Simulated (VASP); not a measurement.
HfB:

```xyz
2
Lattice="0.0000 2.3100 2.3100 2.3100 0.0000 2.3100 2.3100 2.3100 0.0000" Properties=species:S:1:pos:R:3 pbc="T T T"
Hf    2.3100    2.3100    2.3100
B     0.0000    0.0000    0.0000
```

Program: VASP 6.6.1. Alike in all runs: task single point; potentials or basis VASP PAW PBE potentials, release 64 (Hf_pv, B); cell as given; cutoff (eV) 520.

Problem. Order these runs on this cell by their pressure, lowest first.
A. level PBE+D3(BJ); spin off; k mesh 10 × 10 × 10; smearing methfessel-paxton 0.1 eV
B. level B3LYP; spin off; k mesh 5 × 5 × 5; smearing fermi-dirac 0.05 eV; grid for exact exchange (PRECFOCK) Normal
C. level revPBE; spin off; k mesh 10 × 10 × 10; smearing fermi-dirac 0.05 eV
D. level r2SCAN; spin non-collinear, zero start, SOC; k mesh 10 × 10 × 10; smearing fermi-dirac 0.05 eV
E. level PBE; spin off; k mesh 8 × 8 × 8; smearing fermi-dirac 0.05 eV

Solution. A (24.9 GPa), D (29.1 GPa), E (30.7 GPa), C (33.3 GPa), B (35.1 GPa).

Caveats: some runs use coarse meshes; the PAW data sets were made with another functional, which shifts forces and pressure a little (some runs); pairwise dispersion overbinds metals, which lowers pressure and volume (some runs).
